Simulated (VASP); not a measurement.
# Pb8F15 (a cell with a defect) in VASP: single point with PBE

Aim: the single point of Pb8F15 (a cell with a defect) with PBE.

Program: VASP 6.6.1. These are calculated values, not measurements. Logs are shortened: lines on timing, memory, paths and dates and some standing lists are left out, and cuts for length are marked.

### 1 The cell of the first run

The cell holds a defect, 23 atoms: a = 8.366 Å, b = 8.366 Å, c = 8.366 Å, α = 60.00°, β = 60.00°, γ = 60.00°.

### 2 Single point, PBE, collinear spin

File INCAR:

```
PREC     = Accurate       # precision mode
ENCUT    = 520            # plane-wave cutoff, eV
EDIFF    = 1E-7           # SCF threshold, eV
ISMEAR   = -1             # smearing method
SIGMA    = 0.01           # smearing width, eV
LREAL    = Auto         
LASPH    = T              # aspherical terms in the spheres
NELM     = 150            # most SCF steps
ALGO     = Normal         # electronic algorithm
ISIF     = 2              # what is computed and relaxed
LWAVE    = F              # write WAVECAR
LCHARG   = F              # write CHGCAR
ISPIN    = 2              # spin polarisation
MAGMOM   = 0 0 0 0.5 0 0.5 0.5 0.5 0 0 0 0 0 0 0 0 0 0 0 0 0 0 0 # initial moments
LORBIT   = 11             # projections on sites
GGA      = PE             # functional
NBANDS   = 130            # bands
```

File KPOINTS:

```
Automatic mesh
0
Gamma
  3 3 3
```

File POSCAR:

```
Pb8F15
1.0
    0.0000000000      5.9158968646      5.9158968646
    5.9158968646      0.0000000000      5.9158968646
    5.9158968646      5.9158968646      0.0000000000
Pb F
8 15
Direct
    0.0000032399      0.0000032399      0.0000032399
    0.0000032399      0.0000032399      0.4999902802
    0.0000032399      0.4999902802      0.0000032399
    0.0027726281      0.4990757906      0.4990757906
    0.4999902802      0.0000032399      0.0000032399
    0.4990757906      0.0027726281      0.4990757906
    0.4990757906      0.4990757906      0.0027726281
    0.4990757906      0.4990757906      0.4990757906
    0.3753026095      0.3753026095      0.8746973905
    0.3753026095      0.8746973905      0.3753026095
    0.3753026095      0.8746973905      0.8746973905
    0.8746973905      0.3753026095      0.3753026095
    0.8746973905      0.3753026095      0.8746973905
    0.8746973905      0.8746973905      0.3753026095
    0.8750000000      0.8750000000      0.8750000000
    0.1250000000      0.1250000000      0.1250000000
    0.1240368448      0.1240368448      0.6259631552
    0.1240368448      0.6259631552      0.1240368448
    0.1240368448      0.6259631552      0.6259631552
    0.6259631552      0.1240368448      0.1240368448
    0.6259631552      0.1240368448      0.6259631552
    0.6259631552      0.6259631552      0.1240368448
    0.6250000000      0.6250000000      0.6250000000
```

Potentials or basis: VASP PAW PBE potentials, release 64 (Pb_d, F).

Command:

```bash
$ cat potpaw_PBE.64/Pb_d/POTCAR potpaw_PBE.64/F/POTCAR > POTCAR
$ mpirun -np 1 vasp_std > vasp.out
```

OUTCAR:

```text
PREC = Accurate
   ENCUT = 520
   EDIFF = 1E-7
   ISMEAR = -1
   LREAL = Auto
   LASPH = T
   NELM = 150
   ISIF = 2
   ISPIN = 2
   LORBIT = 11
   GGA = PE

 ion  position               nearest neighbor table
   1  0.000  0.000  0.000-  17 2.56  18 2.56  20 2.56  16 2.56  15 2.56  13 2.56  11 2.56  14 2.56

   2  0.000  0.000  0.500-  19 2.56  21 2.56  17 2.56  16 2.56  15 2.56  14 2.56  10 2.56  12 2.56

   3  0.000  0.500  0.000-  19 2.56  22 2.56  18 2.56  16 2.56  15 2.56  13 2.56   9 2.56  12 2.56
[... 8 lines left out ...]
  10  0.375  0.875  0.375-   2 2.56   5 2.56   6 2.57   8 2.57
  11  0.375  0.875  0.875-   5 2.56   1 2.56   6 2.57   7 2.57
  12  0.875  0.375  0.375-   2 2.56   3 2.56   4 2.57   8 2.57
  13  0.875  0.375  0.875-   3 2.56   1 2.56   4 2.57   7 2.57
  14  0.875  0.875  0.375-   2 2.56   1 2.56   4 2.57   6 2.57
  15  0.875  0.875  0.875-   1 2.56   3 2.56   5 2.56   2 2.56
  16  0.125  0.125  0.125-   2 2.56   3 2.56   5 2.56   1 2.56
  17  0.124  0.124  0.626-   1 2.56   2 2.56   4 2.56   6 2.56
  18  0.124  0.626  0.124-   1 2.56   3 2.56   4 2.56   7 2.56
  19  0.124  0.626  0.626-   2 2.56   3 2.56   8 2.56   4 2.56
  20  0.626  0.124  0.124-   1 2.56   5 2.56   6 2.56   7 2.56
  21  0.626  0.124  0.626-   2 2.56   5 2.56   8 2.56   6 2.56
  22  0.626  0.626  0.124-   3 2.56   5 2.56   8 2.56   7 2.56
  23  0.625  0.625  0.625-   4 2.58   6 2.58   7 2.58   8 2.58

  LATTYP: Found a face centered cubic cell.
 ALAT       =    11.8317937292

  Lattice vectors:

 A1 = (   0.0000000000,   5.9158968646,   5.9158968646)
 A2 = (   5.9158968646,   0.0000000000,   5.9158968646)
 A3 = (   5.9158968646,   5.9158968646,   0.0000000000)

Analysis of symmetry for initial positions (statically):
=====================================================================
 Subroutine PRICEL returns:
 Original cell was already a primitive cell.

 Routine SETGRP: Setting up the symmetry group for a
 face centered cubic supercell.

 Subroutine GETGRP returns: Found 24 space group operations
 (whereof  6 operations were pure point group operations)
 out of a pool of 48 trial point group operations.

The static configuration has the point symmetry C_3v.
 The point group associated with its full space group is T_d .

Analysis of symmetry for dynamics (positions and initial velocities):
=====================================================================
 Subroutine PRICEL returns:
 Original cell was already a primitive cell.

 Routine SETGRP: Setting up the symmetry group for a
 face centered cubic supercell.

 Subroutine GETGRP returns: Found 24 space group operations
 (whereof  6 operations were pure point group operations)
[... 182 lines left out ...]
  ---------------------------------------------------
  free energy    TOTEN  =      -107.86953651 eV

  energy without entropy =     -107.86691873  energy(sigma->0) =     -107.86822762

 E-fermi :   5.4109     XC(G=0):  -9.3425

 val. band max:        5.3235647087   @ k =   0.3333   0.0000   0.0000
 cond. band min:       5.4222153046   @ k =  -0.3333   0.3333   0.0000
 fundamental gap:      0.0986505959
 Fermi energy:         5.4109175156

 spin component 1

 k-point     1 :       0.0000    0.0000    0.0000
  band No.  band energies     occupation
      1     -19.2839      1.00000
      2     -19.0373      1.00000
      3     -19.0373      1.00000
      4     -19.0334      1.00000
      5     -19.0334      1.00000
      6     -19.0334      1.00000
[... 481 lines left out ...]
    119       8.2258      0.00000
    120       8.2544      0.00000
 Fermi energy:         5.4109175156

 spin component 2

 k-point     1 :       0.0000    0.0000    0.0000
  band No.  band energies     occupation
      1     -19.2798      1.00000
      2     -19.0341      1.00000
      3     -19.0341      1.00000
      4     -19.0301      1.00000
      5     -19.0301      1.00000
      6     -19.0301      1.00000
[... 481 lines left out ...]
    119       8.2486      0.00000
    120       8.3025      0.00000
 [bands above 120 left out]

------------------------ aborting loop because EDIFF is reached ----------------------------------------

  FORCE on cell =-STRESS in cart. coord.  units (eV):
  Direction    XX          YY          ZZ          XY          YZ          ZX
  --------------------------------------------------------------------------------------
  -------------------------------------------------------------------------------------
  Total        6.3243590      6.3243590      6.3243590     -0.0000000      0.0000000      0.0000000
  in kB       24.4700762     24.4700762     24.4700762     -0.0000000      0.0000000      0.0000000
  external PRESSURE =      24.4700762 kB  Pullay stress =       0.0000000 kB

 VOLUME and BASIS-vectors are now :
 -----------------------------------------------------------------------------
  energy-cutoff  :      520.00
  volume of cell :      414.09
      direct lattice vectors                 reciprocal lattice vectors
     0.000000000  5.915896865  5.915896865    -0.084518039  0.084518039  0.084518039
     5.915896865  0.000000000  5.915896865     0.084518039 -0.084518039  0.084518039
     5.915896865  5.915896865  0.000000000     0.084518039  0.084518039 -0.084518039

 POSITION                                       TOTAL-FORCE (eV/Angst)
 -----------------------------------------------------------------------------------
      0.00004      0.00004      0.00004         0.005113      0.005113      0.005113
      2.95791      2.95791      0.00004        -0.005113     -0.005113      0.005113
      2.95791      0.00004      2.95791        -0.005113      0.005113     -0.005113
      5.90496      2.96888      2.96888        -0.010887      0.010887      0.010887
      0.00004      2.95791      2.95791         0.005113     -0.005113     -0.005113
      2.96888      5.90496      2.96888         0.010887     -0.010887      0.010887
[... 15 lines left out ...]
      4.43692      4.43692      7.40627        -0.000000     -0.000000      0.004826
      7.39487      7.39487      7.39487        -0.000000     -0.000000     -0.000000
 -----------------------------------------------------------------------------------
    total drift:                               -0.000008     -0.000008     -0.000008

  FREE ENERGIE OF THE ION-ELECTRON SYSTEM (eV)
  ---------------------------------------------------
  free  energy   TOTEN  =      -107.8695365132 eV

  energy  without entropy=     -107.8669187286  energy(sigma->0) =     -107.86822762

 total charge

# of ion       s       p       d       tot
------------------------------------------
    1        1.555   0.291   9.867  11.713
    2        1.555   0.291   9.867  11.713
    3        1.555   0.291   9.867  11.713
    4        1.528   0.334   9.859  11.721
    5        1.555   0.291   9.867  11.713
    6        1.528   0.334   9.859  11.721
[... 15 lines left out ...]
   22        1.743   4.325   0.000   6.068
   23        1.749   4.302   0.000   6.051
--------------------------------------------------
tot         38.483  67.352  78.904 184.739

 magnetization (x)

# of ion       s       p       d       tot
------------------------------------------
    1        0.000   0.001   0.000   0.001
    2        0.000   0.001   0.000   0.001
    3        0.000   0.001   0.000   0.001
    4        0.003   0.020   0.001   0.024
    5        0.000   0.001   0.000   0.001
    6        0.003   0.020   0.001   0.024
[... 15 lines left out ...]
   22        0.000   0.001   0.000   0.002
   23        0.002   0.012   0.000   0.014
--------------------------------------------------
tot          0.016   0.114   0.003   0.133
```

OSZICAR:

```text
N       E                     dE             d eps       ncg     rms          rms(c)
DAV:   1     0.349868705173E+04    0.34987E+04   -0.10191E+05  2080   0.195E+03
DAV:   2     0.619619672982E+03   -0.28791E+04   -0.27667E+04  2248   0.579E+02
DAV:   3    -0.528125220550E+02   -0.67243E+03   -0.63645E+03  2326   0.296E+02
DAV:   4    -0.120815932784E+03   -0.68003E+02   -0.67086E+02  2824   0.944E+01
DAV:   5    -0.122371514854E+03   -0.15556E+01   -0.15479E+01  2600   0.156E+01    0.222E+01
DAV:   6    -0.107768280900E+03    0.14603E+02   -0.59087E+01  2904   0.288E+01    0.734E+00
DAV:   7    -0.107910743581E+03   -0.14246E+00   -0.50328E+00  2436   0.613E+00    0.447E+00
DAV:   8    -0.107872349610E+03    0.38394E-01   -0.82574E-01  2428   0.435E+00    0.137E+00
DAV:   9    -0.107860281553E+03    0.12068E-01   -0.98996E-02  2916   0.142E+00    0.475E-01
DAV:  10    -0.107864063320E+03   -0.37818E-02   -0.25233E-02  2686   0.571E-01    0.219E-01
DAV:  11    -0.107868103946E+03   -0.40406E-02   -0.24760E-03  2696   0.294E-01    0.920E-02
DAV:  12    -0.107869420820E+03   -0.13169E-02   -0.13135E-03  2528   0.157E-01    0.378E-02
DAV:  13    -0.107869470049E+03   -0.49229E-04   -0.12523E-04  2926   0.709E-02    0.184E-02
DAV:  14    -0.107869518763E+03   -0.48714E-04   -0.66320E-05  2392   0.401E-02    0.127E-02
DAV:  15    -0.107869533410E+03   -0.14647E-04   -0.14825E-05  2564   0.187E-02    0.683E-03
DAV:  16    -0.107869535926E+03   -0.25165E-05   -0.58665E-06  2456   0.106E-02    0.221E-03
DAV:  17    -0.107869536432E+03   -0.50535E-06   -0.10237E-06  2264   0.488E-03    0.165E-03
DAV:  18    -0.107869536513E+03   -0.81396E-07   -0.16637E-07  1688   0.271E-03
   1 F= -.10786954E+03 E0= -.10786823E+03  d E =-.261778E-02  mag=     0.3282
```

stdout:

```text
POSCAR found type information on POSCAR PbF
 POSCAR found :  2 types and      23 ions
 scaLAPACK will be used
 LDA part: xc-table for (Slater+PW92), standard interpolation
 POSCAR, INCAR and KPOINTS ok, starting setup
 FFT: planning ... GRIDC
 FFT: planning ... GRID_SOFT
 FFT: planning ... GRID
 WAVECAR not read
 entering main loop
```

It took 15 min on 1 thread of AMD EPYC 7R43 (Zen 3), shared host; peak memory 0.86 GiB.

Results:

```yaml
Free_energy: -107.8695 eV
Pressure: 2.4 GPa
Largest_force: 0.019 eV/Å
Net_moment: 0.33 μB per cell
Site_moments: Pb +0.00, +0.02; F +0.00, -0.00, +0.01 μB
Valence_electrons_inside_the_program's_atomic_spheres: Pb 11.71, 11.72; F 6.07, 6.05
```

Forces on the atoms (eV/Å):
```
Pb   0.005  0.005  0.005
Pb  -0.005 -0.005  0.005
Pb  -0.005  0.005 -0.005
Pb  -0.011  0.011  0.011
Pb   0.005 -0.005 -0.005
Pb   0.011 -0.011  0.011
Pb   0.011  0.011 -0.011
Pb  -0.011 -0.011 -0.011
F    0.000  0.000  0.014
F    0.000  0.014  0.000
F   -0.014  0.000  0.000
F    0.014  0.000  0.000
F    0.000 -0.014  0.000
F    0.000  0.000 -0.014
F    0.000  0.000  0.000
F    0.000  0.000  0.000
F    0.000  0.000 -0.005
F    0.000 -0.005  0.000
F    0.005  0.000  0.000
F   -0.005  0.000  0.000
F    0.000  0.005  0.000
F    0.000  0.000  0.005
F    0.000  0.000  0.000
```

Caveat: spin-orbit coupling is left out, which moves the levels of the heavy elements.
